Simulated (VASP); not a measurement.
# InAs (F-43m) in VASP: settings compared

The runs below take InAs through single point, with PBE, r2SCAN.

Program: VASP 6.6.1. These are calculated values, not measurements. Logs are shortened: lines on timing, memory, paths and dates and some standing lists are left out, and cuts for length are marked.

### Step 1. The cell of the first run

Symmetry: F-43m, No. 216, cubic system. The conventional cell has a = 6.018 Å, b = 6.018 Å, c = 6.018 Å, α = 90.00°, β = 90.00°, γ = 90.00°. In (site symmetry -43m) has 4 As at 2.61 Å within 3.4 Å. Within 3.4 Å of As (site symmetry -43m) lie 4 In at 2.61 Å.

### Step 2. Single point, PBE (strain -1.5%)

The input, INCAR:

```
ALGO     = Normal         # electronic algorithm
EDIFF    = 1E-6           # SCF threshold, eV
ENCUT    = 520            # plane-wave cutoff, eV
GGA      = PE             # functional
ISIF     = 2              # what is computed and relaxed
ISMEAR   = -1             # smearing method
LASPH    = True           # aspherical terms in the spheres
LCHARG   = True           # write CHGCAR
LELF     = True           # ELF
LREAL    = False          # projectors in reciprocal space
LVHAR    = True         
LWAVE    = False          # write WAVECAR
NBANDS   = 16             # bands
NELM     = 60             # most SCF steps
PREC     = Accurate       # precision mode
SIGMA    = 0.02           # smearing width, eV
```

The input, KPOINTS:

```
k-points
0
Gamma
  8 8 8
```

The input, POSCAR:

```
InAs
1.0
    0.0000000000      3.0087716161      3.0087716161
    3.0087716161      0.0000000000      3.0087716161
    3.0087716161      3.0087716161      0.0000000000
In As
1 1
Direct
    0.0000000000      0.0000000000      0.0000000000
    0.2500000000      0.2500000000      0.2500000000
```

Potentials or basis: VASP PAW PBE potentials, release 64 (In_d, As).

The run is started by

```
$ cat potpaw_PBE.64/In_d/POTCAR potpaw_PBE.64/As/POTCAR > POTCAR
$ mpirun -np 1 vasp_std > vasp.out
```

OUTCAR:

```text
EDIFF = 1E-6
   ENCUT = 520
   GGA = PE
   ISIF = 2
   ISMEAR = -1
   LASPH = True
   LREAL = False
   NELM = 60
   PREC = Accurate

 ion  position               nearest neighbor table
   1  0.000  0.000  0.000-   2 2.61   2 2.61   2 2.61   2 2.61
   2  0.250  0.250  0.250-   1 2.61   1 2.61   1 2.61   1 2.61

  LATTYP: Found a face centered cubic cell.
 ALAT       =     6.0175432322

  Lattice vectors:

 A1 = (   0.0000000000,   3.0087716161,   3.0087716161)
 A2 = (   3.0087716161,   0.0000000000,   3.0087716161)
 A3 = (   3.0087716161,   3.0087716161,   0.0000000000)

Analysis of symmetry for initial positions (statically):
=====================================================================
 Subroutine PRICEL returns:
 Original cell was already a primitive cell.

 Routine SETGRP: Setting up the symmetry group for a
 face centered cubic supercell.

 Subroutine GETGRP returns: Found 24 space group operations
 (whereof 24 operations were pure point group operations)
 out of a pool of 48 trial point group operations.

The static configuration has the point symmetry T_d .

Analysis of symmetry for dynamics (positions and initial velocities):
=====================================================================
 Subroutine PRICEL returns:
 Original cell was already a primitive cell.

 Routine SETGRP: Setting up the symmetry group for a
 face centered cubic supercell.

 Subroutine GETGRP returns: Found 24 space group operations
 (whereof 24 operations were pure point group operations)
 out of a pool of 48 trial point group operations.

The dynamic configuration has the point symmetry T_d .

 Subroutine INISYM returns: Found 24 space group operations
 (whereof 24 operations are pure point group operations),
 and found     1 'primitive' translations

----------------------------------------------------------------------------------------

                                     Primitive cell

  volume of cell :      54.4751

  direct lattice vectors                    reciprocal lattice vectors
     0.000000000  3.008771616  3.008771616    -0.166180775  0.166180775  0.166180775
     3.008771616  0.000000000  3.008771616     0.166180775 -0.166180775  0.166180775
     3.008771616  3.008771616  0.000000000     0.166180775  0.166180775 -0.166180775

  length of vectors
     4.255045626  4.255045626  4.255045626     0.287833546  0.287833546  0.287833546

  position of ions in fractional coordinates (direct lattice)
     0.000000000  0.000000000  0.000000000
     0.250000000  0.250000000  0.250000000

  ion indices of the primitive-cell ions
   primitive index   ion index
                 1           1
                 2           2

----------------------------------------------------------------------------------------

 KPOINTS: k-points

Automatic generation of k-mesh.
 Grid dimensions read from file:
 generate k-points for:    8    8    8

 Generating k-lattice:

  Cartesian coordinates                     Fractional coordinates (reciprocal lattice)
    -0.020772597  0.020772597  0.020772597     0.125000000  0.000000000  0.000000000
     0.020772597 -0.020772597  0.020772597     0.000000000  0.125000000  0.000000000
     0.020772597  0.020772597 -0.020772597     0.000000000  0.000000000  0.125000000

  Length of vectors
     0.035979193  0.035979193  0.035979193

  Shift w.r.t. Gamma in fractional coordinates (k-lattice)
     0.000000000  0.000000000  0.000000000

 Subroutine IBZKPT returns following result:
 ===========================================

 Found     29 irreducible k-points:

 Following reciprocal coordinates:
            Coordinates               Weight
  0.000000  0.000000  0.000000      1.000000
  0.125000  0.000000  0.000000      8.000000
  0.250000  0.000000  0.000000      8.000000
  0.375000  0.000000  0.000000      8.000000
  0.500000  0.000000  0.000000      4.000000
  0.125000  0.125000  0.000000      6.000000
[... 16 lines left out ...]
  0.500000  0.250000  0.125000     48.000000
 -0.375000  0.250000  0.125000     24.000000
 [... further k-points ...]
   k-points           NKPTS =     29   k-points in BZ     NKDIM =     29   number of bands    NBANDS=     16
   number of dos      NEDOS =    301   number of ions     NIONS =      2
   total plane-waves  NPLWV =  32768
   dimension x,y,z NGX =    32 NGY =   32 NGZ =   32
   dimension x,y,z NGXF=    64 NGYF=   64 NGZF=   64
   ions per type =               1   1
   NGX,Y,Z   is equivalent  to a cutoff of  12.50, 12.50, 12.50 a.u.
   NGXF,Y,Z  is equivalent  to a cutoff of  25.00, 25.00, 25.00 a.u.
 SYSTEM =  unknown system
   PREC   = accura    normal or accurate (medium, high low for compatibility)
   ISTART =      0    job   : 0-new  1-cont  2-samecut
   ICHARG =      2    charge: 1-file 2-atom 10-const
   ISPIN  =      1    spin polarized calculation?
   LNONCOLLINEAR =      F non collinear calculations
   LSORBIT =      F    spin-orbit coupling
   LASPH  =      T    aspherical Exc in radial PAW
   ENCUT  =  520.0 eV  38.22 Ry    6.18 a.u.   7.91  7.91  7.91*2*pi/ulx,y,z
   NELM   =     60;   NELMIN=  2; NELMDL= -5     # of ELM steps
   EDIFF  = 0.1E-05   stopping-criterion for ELM
   LREAL  =      F    real-space projection
   EDIFFG = 0.1E-04   stopping-criterion for IOM
   NSW    =      0    number of steps for IOM
   IBRION =     -1    ionic relax: 0-MD 1-quasi-New 2-CG
   NFREE  =      0    steps in history (QN), initial steepest desc. (CG)
   ISIF   =      2    stress and relaxation
   ISYM   =      2    0-nonsym 1-usesym 2-fastsym
   POTIM  = 0.5000    time-step for ionic-motion
   TEBEG  =    0.0;   TEEND  =   0.0 temperature during run
   PSTRESS=    0.0 pullay stress
   NELECT =      18.0000    total number of electrons
   NUPDOWN=      -1.0000    fix difference up-down
   EMIN   =  10.00;   EMAX   =-10.00  energy-range for DOS
   EFERMI =   0.00;   METHOD = LEGACY
   ISMEAR =    -1;   SIGMA  =   0.02  broadening in eV -4-tet -1-fermi 0-gaus
   EFERMI_NEDOS =   21; number of points for ismear=-14 and -15
   IALGO  =     38    algorithm
   IMIX   =      4    mixing-type and parameters
     AMIX     =   0.40;   BMIX     =  1.00
     AMIX_MAG =   1.60;   BMIX_MAG =  1.00
  volume/ion in A,a.u.               =      27.24       183.81
  Fermi-wavevector in a.u.,A,eV,Ry     =   1.131792  2.138776 17.428411  1.280952
  Thomas-Fermi vector in A             =   2.268491
   LORBIT       =      0    0 simple, 1 ext, 2 COOP (PROOUT), +10 PAW based schemes
   GGA     = PE    functional components
   LHFCALC =     F    Hartree Fock is set to
   AEXX    =    0.0000 exact exchange contribution
   IVDW    =     0    specifies the selected vdW correction
   LEPSILON=     F    determine dielectric tensor
   LRPA    =     F    only Hartree local field effects (RPA)
 non-spin polarized calculation
  energy-cutoff  :      520.00
  volume of cell :       54.48
 maximum number of plane-waves:      1480
   NGX = 15   NGY = 15   NGZ = 15

 number of electron      17.9999994 magnetization

 Free energy of the ion-electron system (eV)
  ---------------------------------------------------
  ext. energy  EPLUGINS =         0.00000000
  ---------------------------------------------------
  free energy    TOTEN  =        -7.64657804 eV

  energy without entropy =       -7.64642781  energy(sigma->0) =       -7.64650292

 E-fermi :   4.6720     XC(G=0):  -9.1575

 val. band max:        4.6580908468   @ k =   0.0000   0.0000   0.0000
 cond. band min:       5.6466956050   @ k =   0.5000   0.0000   0.0000
 fundamental gap:      0.9886047582
 Fermi energy:         4.6720034025

 k-point     1 :       0.0000    0.0000    0.0000
  band No.  band energies     occupation
      1      -9.7652      2.00000
      2      -9.7652      2.00000
      3      -9.7652      2.00000
      4      -9.6332      2.00000
      5      -9.6332      2.00000
      6      -7.2992      2.00000
[... 8 lines left out ...]
     15      14.3769      0.00000
     16      14.3769      0.00000

 k-point     2 :       0.1250    0.0000    0.0000
  band No.  band energies     occupation
      1      -9.7867      2.00000
      2      -9.7591      2.00000
      3      -9.7591      2.00000
      4      -9.6333      2.00000
      5      -9.6333      2.00000
      6      -7.1333      2.00000
[... 8 lines left out ...]
     15      13.4830      0.00000
     16      13.4830      0.00000

 k-point     3 :       0.2500    0.0000    0.0000
  band No.  band energies     occupation
      1      -9.8347      2.00000
      2      -9.7458      2.00000
      3      -9.7458      2.00000
      4      -9.6319      2.00000
      5      -9.6319      2.00000
      6      -6.6787      2.00000
[... 8 lines left out ...]
     15      13.2407      0.00000
     16      13.2407      0.00000

 k-point     4 :       0.3750    0.0000    0.0000
  band No.  band energies     occupation
      1      -9.8787      2.00000
      2      -9.7354      2.00000
      3      -9.7354      2.00000
      4      -9.6275      2.00000
      5      -9.6275      2.00000
      6      -6.0956      2.00000
[... 8 lines left out ...]
     15      14.2019      0.00000
     16      14.2019      0.00000
[... 324 lines left out ...]
 k-point    22 :       0.3750    0.2500    0.1250
  band No.  band energies     occupation
      1      -9.8741      2.00000
      2      -9.7296      2.00000
      3      -9.7247      2.00000
      4      -9.6457      2.00000
      5      -9.6231      2.00000
      6      -6.3069      2.00000
[... 8 lines left out ...]
     15      14.8452      0.00000
     16      15.5397      0.00000

 k-point    23 :       0.5000    0.2500    0.1250
  band No.  band energies     occupation
      1      -9.9022      2.00000
      2      -9.7239      2.00000
      3      -9.7130      2.00000
      4      -9.6431      2.00000
      5      -9.6232      2.00000
      6      -5.7833      2.00000
[... 8 lines left out ...]
     15      15.0332      0.00000
     16      15.8361      0.00000

 k-point    24 :      -0.3750    0.2500    0.1250
  band No.  band energies     occupation
      1      -9.9127      2.00000
      2      -9.7229      2.00000
      3      -9.7088      2.00000
      4      -9.6386      2.00000
      5      -9.6254      2.00000
      6      -5.5089      2.00000
[... 8 lines left out ...]
     15      15.1097      0.00000
     16      15.8522      0.00000

 [... further k-points ...]

------------------------ aborting loop because EDIFF is reached ----------------------------------------

  FORCE on cell =-STRESS in cart. coord.  units (eV):
  Direction    XX          YY          ZZ          XY          YZ          ZX
  --------------------------------------------------------------------------------------
  -------------------------------------------------------------------------------------
  Total        1.6992838      1.6992838      1.6992838     -0.0000000      0.0000000     -0.0000000
  in kB       49.9779960     49.9779960     49.9779960     -0.0000000      0.0000000     -0.0000000
  external PRESSURE =      49.9779960 kB  Pullay stress =       0.0000000 kB

 VOLUME and BASIS-vectors are now :
 -----------------------------------------------------------------------------
  energy-cutoff  :      520.00
  volume of cell :       54.48
      direct lattice vectors                 reciprocal lattice vectors
     0.000000000  3.008771616  3.008771616    -0.166180775  0.166180775  0.166180775
     3.008771616  0.000000000  3.008771616     0.166180775 -0.166180775  0.166180775
     3.008771616  3.008771616  0.000000000     0.166180775  0.166180775 -0.166180775

 POSITION                                       TOTAL-FORCE (eV/Angst)
 -----------------------------------------------------------------------------------
      0.00000      0.00000      0.00000         0.000000     -0.000000      0.000000
      1.50439      1.50439      1.50439         0.000000      0.000000     -0.000000
 -----------------------------------------------------------------------------------
    total drift:                               -0.000000     -0.000000     -0.000000

  FREE ENERGIE OF THE ION-ELECTRON SYSTEM (eV)
  ---------------------------------------------------
  free  energy   TOTEN  =        -7.6465780394 eV

  energy  without entropy=       -7.6464278094  energy(sigma->0) =       -7.64650292
```

It took 17 s on 1 thread of Intel Xeon 8259CL, shared host; peak memory 0.18 GiB.

What came out:

- Free energy: -7.6466 eV
- Pressure: 5.0 GPa
- Band gap on the k mesh: zero (filled and empty bands touch)

Caveat: the cell differs from its parent crystal (strain -1.5%); the cell stands under pressure; semilocal functionals underestimate gaps, so a narrow gap can read as zero; spin-orbit coupling is left out, which moves the levels of the heavy elements.

### Step 3. Single point, PBE (strain +2.0%)

The input, INCAR:

```
SYSTEM = InAs
PREC     = Accurate       ! precision mode
ENCUT    = 520            ! plane-wave cutoff, eV
EDIFF    = 1E-7           ! SCF threshold, eV
ISMEAR   = -1             ! smearing method
SIGMA    = 0.02           ! smearing width, eV
LREAL    = .False.        ! projectors in reciprocal space
LASPH    = .True.         ! aspherical terms in the spheres
NELM     = 100            ! most SCF steps
ALGO     = Normal         ! electronic algorithm
ISIF     = 2              ! what is computed and relaxed
LWAVE    = .False.        ! write WAVECAR
LCHARG   = .False.        ! write CHGCAR
GGA      = PE             ! functional
NBANDS   = 16             ! bands
```

The input, KPOINTS:

```
Automatic mesh
0
Gamma
  8 8 8
  0 0 0
```

The input, POSCAR:

```
InAs
1.0
    0.0000000000      3.1156822826      3.1156822826
    3.1156822826      0.0000000000      3.1156822826
    3.1156822826      3.1156822826      0.0000000000
In As
1 1
Direct
    0.0000000000      0.0000000000      0.0000000000
    0.2500000000      0.2500000000      0.2500000000
```

Potentials or basis: VASP PAW PBE potentials, release 64 (In_d, As).

The run is started by

```
$ cat potpaw_PBE.64/In_d/POTCAR potpaw_PBE.64/As/POTCAR > POTCAR
$ mpirun -np 1 vasp_std > vasp.out
```

Wall time 30 s (1 thread of Intel Xeon 8259CL, shared host); peak memory 0.21 GiB.

It converged, with:

* Free energy: -7.7129 eV
* Pressure: -1.0 GPa
* Band gap on the k mesh: zero (filled and empty bands touch)

Levels at points of the mesh, in eV from the Fermi level:
| k point | band 6 | band 7 | band 8 | band 9 | band 10 | band 11 | band 12 | band 13 |
| --- | --- | --- | --- | --- | --- | --- | --- | --- |
| (0.00, 0.00, 0.00) | -11.33 | -0.66 | -0.01 | -0.01 | -0.01 | 3.84 | 3.84 | 3.84 |
| (0.50, 0.00, 0.00) | -10.12 | -5.35 | -0.88 | -0.88 | 0.75 | 4.60 | 4.60 | 6.70 |
| (0.50, 0.50, 0.00) | -9.68 | -5.49 | -2.05 | -2.05 | 1.67 | 2.01 | 8.61 | 8.64 |

Caveat: the cell differs from its parent crystal (strain +2.0%); semilocal functionals underestimate gaps, so a narrow gap can read as zero; spin-orbit coupling is left out, which moves the levels of the heavy elements.

### Step 4. Single point, r2SCAN (strain -1.5%)

The input, POSCAR:

```
InAs
1.0
    0.0000000000      3.0087716161      3.0087716161
    3.0087716161      0.0000000000      3.0087716161
    3.0087716161      3.0087716161      0.0000000000
In As
1 1
Direct
    0.0000000000      0.0000000000      0.0000000000
    0.2500000000      0.2500000000      0.2500000000
```

The input, INCAR.step1:

```
PREC     = Accurate       # precision mode
ENCUT    = 520            # plane-wave cutoff, eV
ISMEAR   = -1             # smearing method
SIGMA    = 0.02           # smearing width, eV
LREAL    = F              # projectors in reciprocal space
LASPH    = T              # aspherical terms in the spheres
NELM     = 80             # most SCF steps
NBANDS   = 16             # bands
GGA      = PE             # functional
ALGO     = Normal         # electronic algorithm
EDIFF    = 1E-4           # SCF threshold, eV
LWAVE    = T              # write WAVECAR
LCHARG   = F              # write CHGCAR
```

The input, INCAR.step2:

```
PREC     = Accurate       # precision mode
ENCUT    = 520            # plane-wave cutoff, eV
EDIFF    = 1E-6           # SCF threshold, eV
ISMEAR   = -1             # smearing method
SIGMA    = 0.02           # smearing width, eV
LREAL    = F              # projectors in reciprocal space
LASPH    = T              # aspherical terms in the spheres
NELM     = 80             # most SCF steps
ALGO     = Normal         # electronic algorithm
ISIF     = 2              # what is computed and relaxed
LWAVE    = F              # write WAVECAR
LCHARG   = F              # write CHGCAR
METAGGA  = R2SCAN         # meta-GGA
LMIXTAU  = T            
NBANDS   = 16             # bands
ISTART   = 1
```

The input, KPOINTS:

```
regular mesh
0
Gamma
  8 8 8
```

The run is started by

```
$ cat potpaw_PBE.64/In_d/POTCAR potpaw_PBE.64/As/POTCAR > POTCAR
$ cp INCAR.step1 INCAR
$ mpirun -np 1 vasp_std > vasp.out
$ cp INCAR.step2 INCAR
$ mpirun -np 1 vasp_std > vasp.out
```

Wall time 70 s (1 thread of Intel Xeon 8259CL, shared host); peak memory 0.2 GiB.

The run converged. Its results:

```yaml
Free_energy: -38.0365 eV
Pressure: 2.9 GPa
Band_gap_on_the_k_mesh: 0.33 eV
```

Levels at points of the mesh, in eV from the valence-band top:
```csv
k point,band 6,band 7,band 8,band 9,band 10,band 11,band 12,band 13
"(0.00, 0.00, 0.00)",-12.40,0.00,0.00,0.00,0.33,4.28,4.28,4.28
"(0.50, 0.00, 0.00)",-10.81,-5.96,-1.04,-1.04,1.36,5.05,5.05,7.31
"(0.50, 0.50, 0.00)",-10.22,-6.00,-2.45,-2.45,1.80,2.36,9.94,10.06
```

Caveat: the cell differs from its parent crystal (strain -1.5%); the PAW data sets were made with another functional, which shifts forces and pressure a little; spin-orbit coupling is left out, which moves the levels of the heavy elements.

### Step 5. The runs side by side

```tsv
level	cell	gap on the mesh (eV)	pressure (GPa)
PBE	a = 4.255 Å, angles 60.0°, 2 atoms	none	5.0
PBE	a = 4.406 Å, angles 60.0°, 2 atoms	none	-1.0
r2SCAN	a = 4.255 Å, angles 60.0°, 2 atoms	0.33	2.9
```

Alike in all rows: task single point; potentials or basis VASP PAW PBE potentials, release 64 (In_d, As); no spin polarisation; k mesh 8 × 8 × 8; cutoff (eV) 520; smearing fermi-dirac 0.02 eV.

Caveats: spin-orbit coupling is left out, which moves the levels of the heavy elements; semilocal functionals underestimate gaps, so a narrow gap can read as zero (at least some runs); the cell stands under pressure (at least some runs); the PAW data sets were made with another functional, which shifts forces and pressure a little (at least some runs).

Absolute energies hang on the potentials; compare differences alone.
